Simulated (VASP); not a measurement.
# AlN (P6_3mc) in VASP: notebook, part 2 of 2

VASP 6.6.1.

## (6) Single point, PBE (10.86 Å³/atom)

This run uses another cell than the first one, of 10.86 Å³/atom.

INCAR reads:

```
SYSTEM = AlN
PREC     = Accurate       ! precision mode
ENCUT    = 520            ! plane-wave cutoff, eV
EDIFF    = 1E-7           ! SCF threshold, eV
ISMEAR   = 0              ! smearing method
SIGMA    = 0.05           ! smearing width, eV
LREAL    = .False.        ! projectors in reciprocal space
LASPH    = .True.         ! aspherical terms in the spheres
NELM     = 80             ! most SCF steps
ALGO     = Normal         ! electronic algorithm
ISIF     = 2              ! what is computed and relaxed
LWAVE    = .False.        ! write WAVECAR
LCHARG   = .False.        ! write CHGCAR
GGA      = PE             ! functional
NBANDS   = 16             ! bands
```

KPOINTS reads:

```
regular mesh
0
Gamma
  12 12 8
  0 0 0
```

POSCAR reads:

```
AlN
1.0
    3.1499493530      0.0000000000      0.0000000000
   -1.5749746765      2.7279361603      0.0000000000
    0.0000000000      0.0000000000      5.0545475411
Al N
2 2
Direct
    0.3333333333      0.6666666667      0.0018382117
    0.6666666667      0.3333333333      0.5018382117
    0.3333333333      0.6666666667      0.3831617883
    0.6666666667      0.3333333333      0.8831617883
```

Potentials or basis: VASP PAW PBE potentials, release 64 (Al, N).

Run with:

```sh
> cat potpaw_PBE.64/Al/POTCAR potpaw_PBE.64/N/POTCAR > POTCAR
> mpirun -np 1 vasp_std > vasp.out
```

OUTCAR:

```text
SYSTEM = AlN
   PREC = Accurate
   ENCUT = 520
   EDIFF = 1E-7
   ISMEAR = 0
   LREAL = .False.
   LASPH = .True.
   NELM = 80
   ISIF = 2
   GGA = PE

 ion  position               nearest neighbor table
   1  0.333  0.667  0.002-   4 1.91   4 1.91   4 1.91   3 1.93   2 3.11   2 3.11   2 3.11   2 3.11
                             2 3.11   2 3.11
   2  0.667  0.333  0.502-   3 1.91   3 1.91   3 1.91   4 1.93   1 3.11   1 3.11   1 3.11   1 3.11
                             1 3.11   1 3.11
   3  0.333  0.667  0.383-   2 1.91   2 1.91   2 1.91   1 1.93
   4  0.667  0.333  0.883-   1 1.91   1 1.91   1 1.91   2 1.93

  LATTYP: Found a hexagonal cell.
 ALAT       =     3.1499493530
 C/A-ratio  =     1.6046440671

  Lattice vectors:

 A1 = (   3.1499493530,   0.0000000000,   0.0000000000)
 A2 = (  -1.5749746765,   2.7279361603,   0.0000000000)
 A3 = (   0.0000000000,   0.0000000000,   5.0545475411)

Analysis of symmetry for initial positions (statically):
=====================================================================
 Subroutine PRICEL returns:
 Original cell was already a primitive cell.

 Routine SETGRP: Setting up the symmetry group for a
 hexagonal supercell.

 Subroutine GETGRP returns: Found 12 space group operations
 (whereof  6 operations were pure point group operations)
 out of a pool of 24 trial point group operations.

The static configuration has the point symmetry C_3v.
 The point group associated with its full space group is C_6v.

Analysis of symmetry for dynamics (positions and initial velocities):
=====================================================================
 Subroutine PRICEL returns:
 Original cell was already a primitive cell.

 Routine SETGRP: Setting up the symmetry group for a
 hexagonal supercell.

 Subroutine GETGRP returns: Found 12 space group operations
 (whereof  6 operations were pure point group operations)
 out of a pool of 24 trial point group operations.

The dynamic configuration has the point symmetry C_3v.
 The point group associated with its full space group is C_6v.

 Subroutine INISYM returns: Found 12 space group operations
 (whereof  6 operations are pure point group operations),
 and found     1 'primitive' translations

----------------------------------------------------------------------------------------

                                     Primitive cell

  volume of cell :      43.4330

  direct lattice vectors                    reciprocal lattice vectors
     3.149949353  0.000000000  0.000000000     0.317465422  0.183288747  0.000000000
    -1.574974676  2.727936160  0.000000000     0.000000000  0.366577493  0.000000000
     0.000000000  0.000000000  5.054547541     0.000000000  0.000000000  0.197841645

  length of vectors
     3.149949353  3.149949353  5.054547541     0.366577493  0.366577493  0.197841645

  position of ions in fractional coordinates (direct lattice)
     0.333333333  0.666666667  0.001838212
     0.666666667  0.333333333  0.501838212
     0.333333333  0.666666667  0.383161788
     0.666666667  0.333333333  0.883161788

  ion indices of the primitive-cell ions
   primitive index   ion index
                 1           1
                 2           2
                 3           3
                 4           4

[... 31 lines left out ...]
  0.250000 -0.000000  0.000000      6.000000
  0.333333 -0.000000  0.000000      6.000000
  0.416667 -0.000000  0.000000      6.000000
[... 16 lines left out ...]
  0.250000 -0.000000  0.125000     12.000000
  0.333333 -0.000000  0.125000     12.000000
 [... further k-points ...]
   k-points           NKPTS =     95   k-points in BZ     NKDIM =     95   number of bands    NBANDS=     16
   number of dos      NEDOS =    301   number of ions     NIONS =      4
   total plane-waves  NPLWV =  23040
   dimension x,y,z NGX =    24 NGY =   24 NGZ =   40
   dimension x,y,z NGXF=    48 NGYF=   48 NGZF=   80
   ions per type =               2   2
   NGX,Y,Z   is equivalent  to a cutoff of  12.67, 12.67, 13.16 a.u.
   NGXF,Y,Z  is equivalent  to a cutoff of  25.33, 25.33, 26.31 a.u.
 SYSTEM =  AlN
   PREC   = accura    normal or accurate (medium, high low for compatibility)
   ISTART =      0    job   : 0-new  1-cont  2-samecut
   ICHARG =      2    charge: 1-file 2-atom 10-const
   ISPIN  =      1    spin polarized calculation?
   LNONCOLLINEAR =      F non collinear calculations
   LSORBIT =      F    spin-orbit coupling
   LASPH  =      T    aspherical Exc in radial PAW
   ENCUT  =  520.0 eV  38.22 Ry    6.18 a.u.   5.86  5.86  9.40*2*pi/ulx,y,z
   NELM   =     80;   NELMIN=  2; NELMDL= -5     # of ELM steps
   EDIFF  = 0.1E-06   stopping-criterion for ELM
   LREAL  =      F    real-space projection
   EDIFFG = 0.1E-05   stopping-criterion for IOM
   NSW    =      0    number of steps for IOM
   IBRION =     -1    ionic relax: 0-MD 1-quasi-New 2-CG
   NFREE  =      0    steps in history (QN), initial steepest desc. (CG)
   ISIF   =      2    stress and relaxation
   ISYM   =      2    0-nonsym 1-usesym 2-fastsym
   POTIM  = 0.5000    time-step for ionic-motion
   TEBEG  =    0.0;   TEEND  =   0.0 temperature during run
   PSTRESS=    0.0 pullay stress
   NELECT =      16.0000    total number of electrons
   NUPDOWN=      -1.0000    fix difference up-down
   EMIN   =  10.00;   EMAX   =-10.00  energy-range for DOS
   EFERMI =   0.00;   METHOD = LEGACY
   ISMEAR =     0;   SIGMA  =   0.05  broadening in eV -4-tet -1-fermi 0-gaus
   EFERMI_NEDOS =   21; number of points for ismear=-14 and -15
   IALGO  =     38    algorithm
   IMIX   =      4    mixing-type and parameters
     AMIX     =   0.40;   BMIX     =  1.00
     AMIX_MAG =   1.60;   BMIX_MAG =  1.00
  volume/ion in A,a.u.               =      10.86        73.28
  Fermi-wavevector in a.u.,A,eV,Ry     =   1.173568  2.217721 18.738775  1.377261
  Thomas-Fermi vector in A             =   2.309979
   LORBIT       =      0    0 simple, 1 ext, 2 COOP (PROOUT), +10 PAW based schemes
   GGA     = PE    functional components
   LHFCALC =     F    Hartree Fock is set to
   AEXX    =    0.0000 exact exchange contribution
   IVDW    =     0    specifies the selected vdW correction
   LEPSILON=     F    determine dielectric tensor
   LRPA    =     F    only Hartree local field effects (RPA)
 non-spin polarized calculation
 Gauss-broadening in eV      SIGMA  =   0.05
  energy-cutoff  :      520.00
  volume of cell :       43.43
 maximum number of plane-waves:      1194
 NGX is ok and might be reduce to    24
   NGX = 11   NGY = 11   NGZ = 19

 number of electron      16.0000000 magnetization

 Free energy of the ion-electron system (eV)
  ---------------------------------------------------
  ext. energy  EPLUGINS =         0.00000000
  ---------------------------------------------------
  free energy    TOTEN  =       -29.76958989 eV

  energy without entropy =      -29.76958989  energy(sigma->0) =      -29.76958989

 E-fermi :   5.9886     XC(G=0): -10.7416

 val. band max:        5.7719884102   @ k =   0.0000   0.0000   0.0000
 cond. band min:       9.6485021085   @ k =   0.0000   0.0000   0.0000
 fundamental gap:      3.8765136983
 Fermi energy:         5.9885779356

 k-point     1 :       0.0000    0.0000    0.0000
  band No.  band energies     occupation
      1      -9.1728      2.00000
      2      -7.1534      2.00000
      3      -0.0437      2.00000
      4       4.9471      2.00000
      5       4.9471      2.00000
      6       5.5823      2.00000
[... 433 lines left out ...]
      3       1.0767      2.00000
      4       1.8674      2.00000
      5       2.4734      2.00000
      6       4.0349      2.00000
[... 8 lines left out ...]
     15      17.7588      0.00000
     16      19.7497      0.00000

 [... further k-points ...]

------------------------ aborting loop because EDIFF is reached ----------------------------------------

  FORCE on cell =-STRESS in cart. coord.  units (eV):
  Direction    XX          YY          ZZ          XY          YZ          ZX
  --------------------------------------------------------------------------------------
  -------------------------------------------------------------------------------------
  Total       -1.0750263     -1.0750263     -1.0560574      0.0000000      0.0000000      0.0000000
  in kB      -39.6560632    -39.6560632    -38.9563323      0.0000000      0.0000000      0.0000000
  external PRESSURE =     -39.4228196 kB  Pullay stress =       0.0000000 kB

 VOLUME and BASIS-vectors are now :
 -----------------------------------------------------------------------------
  energy-cutoff  :      520.00
  volume of cell :       43.43
      direct lattice vectors                 reciprocal lattice vectors
     3.149949353  0.000000000  0.000000000     0.317465422  0.183288747  0.000000000
    -1.574974676  2.727936160  0.000000000     0.000000000  0.366577493  0.000000000
     0.000000000  0.000000000  5.054547541     0.000000000  0.000000000  0.197841645

 POSITION                                       TOTAL-FORCE (eV/Angst)
 -----------------------------------------------------------------------------------
     -0.00000      1.81862      0.00929         0.000000     -0.000000      0.004441
      1.57497      0.90931      2.53657        -0.000000      0.000000      0.004441
     -0.00000      1.81862      1.93671         0.000000      0.000000     -0.004441
      1.57497      0.90931      4.46398        -0.000000      0.000000     -0.004441
 -----------------------------------------------------------------------------------
    total drift:                               -0.000000      0.000000      0.000271

  FREE ENERGIE OF THE ION-ELECTRON SYSTEM (eV)
  ---------------------------------------------------
  free  energy   TOTEN  =       -29.7695898859 eV

  energy  without entropy=      -29.7695898859  energy(sigma->0) =      -29.76958989
```

Run time: 70 s. Hardware: 1 thread of Intel Xeon 8259CL, shared host; peak memory 0.19 GiB.

Results:

- Free energy: -29.7696 eV
- Pressure: -3.9 GPa
- Largest force: 0.004 eV/Å
- Band gap on the k mesh: 3.88 eV

Forces in eV/Å, atoms in the order of the input:
```
Al   0.000  0.000  0.004
Al   0.000  0.000  0.004
N    0.000  0.000 -0.004
N    0.000  0.000 -0.004
```

Levels at points of the mesh, in eV from the valence-band top:
```
           k point  band 6  band 7  band 8  band 9  band 10  band 11
(0.00, 0.00, 0.00)   -0.19   -0.19    0.00    3.88     6.35    10.30
(0.50, 0.00, 0.00)   -2.02   -1.71   -0.67    5.70     5.72     7.86
(0.00, 0.00, 0.50)   -0.52   -0.52   -0.52    6.15     6.15    10.01
(0.50, 0.00, 0.50)   -1.41   -1.33   -1.33    5.18     5.18     9.02
```

Caveat: the cell stands under tension.

## (7) Overview

```csv
level,cell,smearing,gap on the mesh (eV),pressure (GPa)
PBE,"a = 3.130, b = 3.130, c = 5.018 Å, angles 90.0, 90.0, 120.0°, 4 atoms, atomic positions A",gaussian 0.05 eV,4.04,-0.3
PBE+D4,"a = 3.130, b = 3.130, c = 5.018 Å, angles 90.0, 90.0, 120.0°, 4 atoms, atomic positions A",gaussian 0.05 eV,4.04,-4.8
PBE,"a = 3.130, b = 3.130, c = 5.018 Å, angles 90.0, 90.0, 120.0°, 4 atoms, atomic positions A",methfessel-paxton 0.001 eV,4.04,-0.3
PBE,"a = 3.130, b = 3.130, c = 5.018 Å, angles 90.0, 90.0, 120.0°, 4 atoms, atomic positions A",tetrahedron,4.04,-0.3
PBE,"a = 3.150, b = 3.150, c = 5.055 Å, angles 90.0, 90.0, 120.0°, 4 atoms, atomic positions B",gaussian 0.05 eV,3.88,-3.9
```

Alike in all rows: task single point; potentials or basis VASP PAW PBE potentials, release 64 (Al, N); no spin polarisation; k mesh 12 × 12 × 8; cutoff (eV) 520.

The pressure there spans -4.8 GPa (PBE+D4) to -0.3 GPa (PBE); a positive pressure means that this level wants a larger cell, a negative one a smaller.

Caveats: the cell stands under tension (at least some runs).

Total energies depend on the potentials used, so only differences within one code and one set of settings carry meaning.

## (8) Comparison with measurements

Step 2. Against the measured gap of AlN, 6.034 eV (an exciton energy, a little under the gap; 10 K; quoted in “Self-assembly of well-separated AlN nanowires directly on sputtered metallic TiN films”, 2019, arxiv:1910.07391), the calculated 4.04 eV is off by -1.99 eV. 2 values of this kind are on record (6.034 to 6.0343 eV); this one was drawn at random. The value is that of PBE on a finite k mesh, which can miss the band edges, without temperature or zero-point motion. Semilocal functionals fall short of measured gaps as a rule.

Step 4. Against the measured gap of AlN, 6.0343 eV (an exciton energy, a little under the gap; 0 K; quoted in “Structural and optical properties of self-assembled AlN nanowires grown on SiO2/Si substrates by molecular beam epitaxy”, 2024, arxiv:2402.00216), the calculated 4.04 eV is off by -1.99 eV. 2 values of this kind are on record (6.034 to 6.0343 eV); this one was drawn at random. The value is that of PBE on a finite k mesh, which can miss the band edges, without temperature or zero-point motion. Semilocal functionals fall short of measured gaps as a rule.

Step 5. Measured gap of AlN: 6.034 eV (an exciton energy, a little under the gap; 10 K; quoted in “Self-assembly of well-separated AlN nanowires directly on sputtered metallic TiN films”, 2019, arxiv:1910.07391). This calculation gives 4.04 eV (-1.99 eV). 2 values of this kind are on record (6.034 to 6.0343 eV); this one was drawn at random. The value is that of PBE on a finite k mesh, which can miss the band edges, without temperature or zero-point motion. Semilocal functionals fall short of measured gaps as a rule.
